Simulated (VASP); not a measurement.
# Ga (I4/mmm) in VASP: further runs

Runs on Ga. Level: PBE. Tasks: single point.

Everything below comes from runs of VASP 6.6.1. Logs are shortened: lines on timing, memory, paths and dates and some standing lists are left out, and cuts for length are marked.

### 1 The cell of the first run

Symmetry: I4/mmm, No. 139, tetragonal system. The conventional cell has a = 2.953 Å, b = 2.953 Å, c = 4.287 Å, α = 90.00°, β = 90.00°, γ = 90.00°. Within 3.9 Å of Ga (site symmetry 4/mmm) lie 12 Ga at 2.95 to 2.99 Å.

### 2 Single point, PBE (strained)

Contents of INCAR:

```
PREC = Accurate
ENCUT = 520
EDIFF = 1E-6
ISMEAR = 0
SIGMA = 0.1
LREAL = False
LASPH = True
NELM = 60
ALGO = Fast
ISIF = 2
LWAVE = False
LCHARG = False
GGA = PE
NBANDS = 12
```

Contents of KPOINTS:

```
regular mesh
0
Gamma
  20 20 20
```

Contents of POSCAR:

```
Ga
1.0
   -1.4766570000      1.4766570000      2.1437407500
    1.4766570000     -1.4766570000      2.1437407500
    1.4766570000      1.4766570000     -2.1437407500
Ga
1
Direct
    0.0000000000      0.0000000000      0.0000000000
```

Potentials or basis: VASP PAW PBE potentials, release 64 (Ga_d).

Started as:

```console
$ cat potpaw_PBE.64/Ga_d/POTCAR > POTCAR
$ mpirun -np 1 vasp_std > vasp.out
```

OUTCAR:

```text
PREC = Accurate
   ENCUT = 520
   EDIFF = 1E-6
   ISMEAR = 0
   LREAL = False
   LASPH = True
   NELM = 60
   ISIF = 2
   GGA = PE

 ion  position               nearest neighbor table
   1  0.000  0.000  0.000-

  LATTYP: Found a body centered tetragonal cell.
 ALAT       =     2.9533140000
 C/A-ratio  =     1.4517526751

  Lattice vectors:

 A1 = (  -1.4766570000,   1.4766570000,   2.1437407500)
 A2 = (   1.4766570000,  -1.4766570000,   2.1437407500)
 A3 = (   1.4766570000,   1.4766570000,  -2.1437407500)

Analysis of symmetry for initial positions (statically):
=====================================================================
 Subroutine PRICEL returns:
 Original cell was already a primitive cell.

 Routine SETGRP: Setting up the symmetry group for a
 body centered tetragonal supercell.

 Subroutine GETGRP returns: Found 16 space group operations
 (whereof 16 operations were pure point group operations)
 out of a pool of 16 trial point group operations.

The static configuration has the point symmetry D_4h.

Analysis of symmetry for dynamics (positions and initial velocities):
=====================================================================
 Subroutine PRICEL returns:
 Original cell was already a primitive cell.

 Routine SETGRP: Setting up the symmetry group for a
 body centered tetragonal supercell.

 Subroutine GETGRP returns: Found 16 space group operations
 (whereof 16 operations were pure point group operations)
 out of a pool of 16 trial point group operations.

The dynamic configuration has the point symmetry D_4h.

 Subroutine INISYM returns: Found 16 space group operations
 (whereof 16 operations are pure point group operations),
 and found     1 'primitive' translations

----------------------------------------------------------------------------------------

                                     Primitive cell

  volume of cell :      18.6978

  direct lattice vectors                    reciprocal lattice vectors
    -1.476657000  1.476657000  2.143740750     0.000000000  0.338602668  0.233237158
     1.476657000 -1.476657000  2.143740750     0.338602668  0.000000000  0.233237158
     1.476657000  1.476657000 -2.143740750     0.338602668  0.338602668  0.000000000

  length of vectors
     2.992767314  2.992767314  2.992767314     0.411158532  0.411158532  0.478856485

  position of ions in fractional coordinates (direct lattice)
     0.000000000  0.000000000  0.000000000

  ion indices of the primitive-cell ions
   primitive index   ion index
                 1           1

----------------------------------------------------------------------------------------

 KPOINTS: regular mesh

Automatic generation of k-mesh.
 Grid dimensions read from file:
 generate k-points for:   20   20   20

 Generating k-lattice:

  Cartesian coordinates                     Fractional coordinates (reciprocal lattice)
     0.000000000  0.016930133  0.011661858     0.050000000  0.000000000  0.000000000
     0.016930133  0.000000000  0.011661858     0.000000000  0.050000000  0.000000000
     0.016930133  0.016930133  0.000000000     0.000000000  0.000000000  0.050000000

  Length of vectors
     0.020557927  0.020557927  0.023942824

  Shift w.r.t. Gamma in fractional coordinates (k-lattice)
     0.000000000  0.000000000  0.000000000

 Subroutine IBZKPT returns following result:
 ===========================================

 Found    641 irreducible k-points:

 Following reciprocal coordinates:
            Coordinates               Weight
  0.000000  0.000000  0.000000      1.000000
  0.050000  0.000000 -0.000000      8.000000
  0.100000  0.000000 -0.000000      8.000000
  0.150000  0.000000 -0.000000      8.000000
  0.200000  0.000000 -0.000000      8.000000
  0.250000  0.000000 -0.000000      8.000000
[... 16 lines left out ...]
 -0.400000  0.050000  0.000000     16.000000
 -0.350000  0.050000  0.000000     16.000000
 [... further k-points ...]
   k-points           NKPTS =    641   k-points in BZ     NKDIM =    641   number of bands    NBANDS=     12
   number of dos      NEDOS =    301   number of ions     NIONS =      1
   total plane-waves  NPLWV =  13824
   dimension x,y,z NGX =    24 NGY =   24 NGZ =   24
   dimension x,y,z NGXF=    48 NGYF=   48 NGZF=   48
   ions per type =               1
   NGX,Y,Z   is equivalent  to a cutoff of  13.33, 13.33, 13.33 a.u.
   NGXF,Y,Z  is equivalent  to a cutoff of  26.66, 26.66, 26.66 a.u.
 SYSTEM =  unknown system
   PREC   = accura    normal or accurate (medium, high low for compatibility)
   ISTART =      0    job   : 0-new  1-cont  2-samecut
   ICHARG =      2    charge: 1-file 2-atom 10-const
   ISPIN  =      1    spin polarized calculation?
   LNONCOLLINEAR =      F non collinear calculations
   LSORBIT =      F    spin-orbit coupling
   LASPH  =      T    aspherical Exc in radial PAW
   ENCUT  =  520.0 eV  38.22 Ry    6.18 a.u.   5.56  5.56  5.56*2*pi/ulx,y,z
   NELM   =     60;   NELMIN=  2; NELMDL= -5     # of ELM steps
   EDIFF  = 0.1E-05   stopping-criterion for ELM
   LREAL  =      F    real-space projection
[... 7 lines left out ...]
   TEBEG  =    0.0;   TEEND  =   0.0 temperature during run
   PSTRESS=    0.0 pullay stress
   NELECT =      13.0000    total number of electrons
   NUPDOWN=      -1.0000    fix difference up-down
   EMIN   =  10.00;   EMAX   =-10.00  energy-range for DOS
   EFERMI =   0.00;   METHOD = LEGACY
   ISMEAR =     0;   SIGMA  =   0.10  broadening in eV -4-tet -1-fermi 0-gaus
   EFERMI_NEDOS =   21; number of points for ismear=-14 and -15
   IALGO  =     68    algorithm
   IMIX   =      4    mixing-type and parameters
     AMIX     =   0.40;   BMIX     =  1.00
     AMIX_MAG =   1.60;   BMIX_MAG =  1.00
  volume/ion in A,a.u.               =      18.70       126.18
  Fermi-wavevector in a.u.,A,eV,Ry     =   1.450303  2.740675 28.618210  2.103379
  Thomas-Fermi vector in A             =   2.567931
   LORBIT       =      0    0 simple, 1 ext, 2 COOP (PROOUT), +10 PAW based schemes
   GGA     = PE    functional components
   LHFCALC =     F    Hartree Fock is set to
   AEXX    =    0.0000 exact exchange contribution
   IVDW    =     0    specifies the selected vdW correction
   LEPSILON=     F    determine dielectric tensor
   LRPA    =     F    only Hartree local field effects (RPA)
 non-spin polarized calculation
 RMM-DIIS sequential band-by-band and
 Gauss-broadening in eV      SIGMA  =   0.10
  energy-cutoff  :      520.00
  volume of cell :       18.70
 maximum number of plane-waves:       532
   NGX = 11   NGY = 11   NGZ = 11

 number of electron      13.0000006 magnetization

 Free energy of the ion-electron system (eV)
  ---------------------------------------------------
  ext. energy  EPLUGINS =         0.00000000
  ---------------------------------------------------
  free energy    TOTEN  =        -2.88854824 eV

  energy without entropy =       -2.88651167  energy(sigma->0) =       -2.88752996

 E-fermi :   5.6568     XC(G=0): -11.0651

 val. band max:        5.6471346613   @ k =  -0.4500  -0.4500   0.2000
 cond. band min:       5.6619014623   @ k =   0.5000   0.1500   0.1000
 fundamental gap:      0.0147668010
 Fermi energy:         5.6568260271

 k-point     1 :       0.0000    0.0000    0.0000
  band No.  band energies     occupation
      1      -9.2837      2.00000
      2      -9.2604      2.00000
      3      -9.2604      2.00000
      4      -9.1588      2.00000
      5      -9.1321      2.00000
      6      -5.4716      2.00000
      7      17.9462      0.00000
      8      17.9462      0.00000
      9      17.9964      0.00000
     10      21.5351      0.00000
     11      21.7146      0.00000
     12      21.8558      0.00000

 k-point     2 :       0.0500    0.0000   -0.0000
  band No.  band energies     occupation
      1      -9.2817      2.00000
      2      -9.2601      2.00000
      3      -9.2573      2.00000
      4      -9.1591      2.00000
      5      -9.1329      2.00000
      6      -5.4070      2.00000
      7      17.0892      0.00000
      8      17.8175      0.00000
      9      17.8187      0.00000
     10      20.7329      0.00000
     11      22.0059      0.00000
     12      22.0814      0.00000

 k-point     3 :       0.1000    0.0000   -0.0000
  band No.  band energies     occupation
      1      -9.2786      2.00000
      2      -9.2577      2.00000
      3      -9.2491      2.00000
      4      -9.1589      2.00000
      5      -9.1345      2.00000
      6      -5.2125      2.00000
      7      15.2621      0.00000
      8      17.4318      0.00000
      9      17.5060      0.00000
     10      20.3670      0.00000
     11      22.6074      0.00000
     12      22.6654      0.00000

 k-point     4 :       0.1500    0.0000   -0.0000
  band No.  band energies     occupation
      1      -9.2803      2.00000
      2      -9.2519      2.00000
      3      -9.2386      2.00000
      4      -9.1553      2.00000
      5      -9.1346      2.00000
      6      -4.8868      2.00000
      7      13.2343      0.00000
      8      16.9738      0.00000
      9      17.1344      0.00000
     10      20.1428      0.00000
     11      23.0966      0.00000
     12      23.3686      0.00000

 k-point     5 :       0.2000    0.0000   -0.0000
  band No.  band energies     occupation
      1      -9.2876      2.00000
      2      -9.2477      2.00000
      3      -9.2305      2.00000
      4      -9.1440      2.00000
      5      -9.1295      2.00000
      6      -4.4280      2.00000
      7      11.2191      0.00000
      8      16.5310      0.00000
      9      16.7790      0.00000
     10      19.9784      0.00000
     11      22.6833      0.00000
     12      23.5097      0.00000

 k-point     6 :       0.2500    0.0000   -0.0000
  band No.  band energies     occupation
      1      -9.2988      2.00000
      2      -9.2492      2.00000
      3      -9.2289      2.00000
      4      -9.1240      2.00000
      5      -9.1164      2.00000
      6      -3.8355      2.00000
      7       9.2776      0.00000
      8      16.1414      0.00000
      9      16.4752      0.00000
     10      19.8734      0.00000
     11      21.9199      0.00000
     12      22.8368      0.00000

 k-point     7 :       0.3000    0.0000   -0.0000
  band No.  band energies     occupation
      1      -9.3120      2.00000
      2      -9.2549      2.00000
      3      -9.2330      2.00000
      4      -9.0991      2.00000
      5      -9.0974      2.00000
      6      -3.1096      2.00000
      7       7.4341      0.00000
      8      15.8205      0.00000
      9      16.2363      0.00000
     10      19.8348      0.00000
     11      21.2107      0.00000
     12      22.0723      0.00000

 k-point     8 :       0.3500    0.0000    0.0000
  band No.  band energies     occupation
      1      -9.3253      2.00000
      2      -9.2622      2.00000
      3      -9.2397      2.00000
      4      -9.0772      2.00000
      5      -9.0742      2.00000
      6      -2.2523      2.00000
      7       5.7012      0.53068
      8      15.5733      0.00000
      9      16.0633      0.00000
     10      19.8636      0.00000
     11      20.6375      0.00000
     12      21.4197      0.00000
[... 166 lines left out ...]
 k-point    20 :       0.4500    0.0500   -0.0000
  band No.  band energies     occupation
      1      -9.3407      2.00000
      2      -9.2709      2.00000
      3      -9.2513      2.00000
      4      -9.0496      2.00000
      5      -9.0407      2.00000
      6       0.2285      2.00000
      7       2.2621      2.00000
      8      14.8679      0.00000
      9      15.4157      0.00000
     10      19.1001      0.00000
     11      20.1557      0.00000
     12      21.1746      0.00000

 k-point    21 :       0.5000    0.0500   -0.0000
  band No.  band energies     occupation
      1      -9.3419      2.00000
      2      -9.2711      2.00000
      3      -9.2521      2.00000
      4      -9.0511      2.00000
      5      -9.0360      2.00000
      6       0.5801      2.00000
      7       1.8656      2.00000
      8      14.9082      0.00000
      9      15.3562      0.00000
     10      18.9267      0.00000
     11      20.3192      0.00000
     12      21.4253      0.00000

 k-point    22 :      -0.4500    0.0500    0.0000
  band No.  band energies     occupation
      1      -9.3381      2.00000
      2      -9.2682      2.00000
      3      -9.2495      2.00000
      4      -9.0611      2.00000
      5      -9.0400      2.00000
      6      -0.4825      2.00000
      7       3.1350      2.00000
      8      14.8849      0.00000
      9      15.4973      0.00000
     10      18.9117      0.00000
     11      20.6295      0.00000
     12      21.5825      0.00000

 k-point    23 :      -0.4000    0.0500    0.0000
  band No.  band energies     occupation
      1      -9.3300      2.00000
      2      -9.2627      2.00000
      3      -9.2441      2.00000
      4      -9.0779      2.00000
      5      -9.0523      2.00000
      6      -1.5407      2.00000
      7       4.6510      2.00000
      8      14.8938      0.00000
      9      15.7326      0.00000
     10      19.0664      0.00000
     11      21.0675      0.00000
     12      21.5378      0.00000

 k-point    24 :      -0.3500    0.0500    0.0000
  band No.  band energies     occupation
      1      -9.3188      2.00000
      2      -9.2556      2.00000
      3      -9.2371      2.00000
      4      -9.0993      2.00000
      5      -9.0712      2.00000
      6      -2.4839      2.00000
      7       6.3013      0.00000
      8      14.9848      0.00000
      9      16.0063      0.00000
     10      19.3714      0.00000
     11      21.4296      0.00000
     12      21.7597      0.00000

 [... further k-points ...]

------------------------ aborting loop because EDIFF is reached ----------------------------------------

  FORCE on cell =-STRESS in cart. coord.  units (eV):
  Direction    XX          YY          ZZ          XY          YZ          ZX
  --------------------------------------------------------------------------------------
  -------------------------------------------------------------------------------------
  Total        0.1081170      0.1081170      0.0548580      0.0000000      0.0000000      0.0000000
  in kB        9.2643125      9.2643125      4.7006663      0.0000000      0.0000000      0.0000000
  external PRESSURE =       7.7430971 kB  Pullay stress =       0.0000000 kB

 VOLUME and BASIS-vectors are now :
 -----------------------------------------------------------------------------
  energy-cutoff  :      520.00
  volume of cell :       18.70
      direct lattice vectors                 reciprocal lattice vectors
    -1.476657000  1.476657000  2.143740750     0.000000000  0.338602668  0.233237158
     1.476657000 -1.476657000  2.143740750     0.338602668  0.000000000  0.233237158
     1.476657000  1.476657000 -2.143740750     0.338602668  0.338602668  0.000000000

 POSITION                                       TOTAL-FORCE (eV/Angst)
 -----------------------------------------------------------------------------------
      0.00000      0.00000      0.00000         0.000000     -0.000000      0.000000
 -----------------------------------------------------------------------------------
    total drift:                                0.000000      0.000000     -0.000000

  FREE ENERGIE OF THE ION-ELECTRON SYSTEM (eV)
  ---------------------------------------------------
  free  energy   TOTEN  =        -2.8885482415 eV

  energy  without entropy=       -2.8865116708  energy(sigma->0) =       -2.88752996
```

It took 81 s on 1 thread of Intel Xeon Platinum 8488C (Sapphire Rapids), shared host; peak memory 0.25 GiB.

Results:

- Free energy: -2.8885 eV
- Pressure: 0.8 GPa

Stress tensor (GPa, compression positive):
```
0.93 0.00 0.00
0.00 0.93 0.00
0.00 0.00 0.47
```

Caveat: the cell differs from its parent crystal (strained).

### 3 Single point, PBE (strained)

Contents of INCAR:

```
PREC     = Accurate       # precision mode
ENCUT    = 520            # plane-wave cutoff, eV
EDIFF    = 1E-6           # SCF threshold, eV
ISMEAR   = 0              # smearing method
SIGMA    = 0.1            # smearing width, eV
LREAL    = F              # projectors in reciprocal space
LASPH    = T              # aspherical terms in the spheres
NELM     = 100            # most SCF steps
ALGO     = Normal         # electronic algorithm
ISIF     = 2              # what is computed and relaxed
LWAVE    = F              # write WAVECAR
LCHARG   = T              # write CHGCAR
GGA      = PE             # functional
LELF     = T              # ELF
LVHAR    = T            
NBANDS   = 12             # bands
```

Contents of KPOINTS:

```
Automatic mesh
0
Gamma
  20 20 20
```

Contents of POSCAR:

```
Ga
1.0
   -1.3834314000      1.3834314000      2.0626051500
    1.3834314000     -1.3834314000      2.0626051500
    1.3834314000      1.3834314000     -2.0626051500
Ga
1
Direct
    0.0000000000      0.0000000000      0.0000000000
```

Potentials or basis: VASP PAW PBE potentials, release 64 (Ga_d).

Started as:

```console
$ cat potpaw_PBE.64/Ga_d/POTCAR > POTCAR
$ mpirun -np 1 vasp_std > vasp.out
```

Wall time 63 s (1 thread of Intel Xeon Platinum 8488C (Sapphire Rapids), shared host); peak memory 0.24 GiB.

The run converged. Its results:

```yaml
Free_energy: -2.7737 eV
Pressure: 13.7 GPa
```

Stress tensor (GPa, compression positive):
```
13.90  0.00  0.00
 0.00 13.90  0.00
 0.00  0.00 13.26
```

Levels at points of the mesh, in eV from the Fermi level:
| k point | band 3 | band 4 | band 5 | band 6 | band 7 | band 8 | band 9 | band 10 |
| --- | --- | --- | --- | --- | --- | --- | --- | --- |
| (0.00, 0.00, 0.00) | -15.19 | -15.07 | -14.99 | -12.62 | 14.19 | 14.19 | 14.33 | 16.76 |
| (0.50, 0.00, 0.00) | -15.18 | -14.89 | -14.86 | -5.19 | -4.99 | 10.57 | 12.09 | 14.89 |
| (0.50, 0.50, 0.00) | -14.89 | -14.86 | -14.80 | -3.05 | -1.67 | 4.90 | 5.30 | 8.68 |
| (0.50, 0.50, 0.50) | -14.88 | -14.84 | -14.84 | -3.80 | -2.93 | 6.09 | 6.09 | 9.48 |

Caveat: the cell differs from its parent crystal (strained).
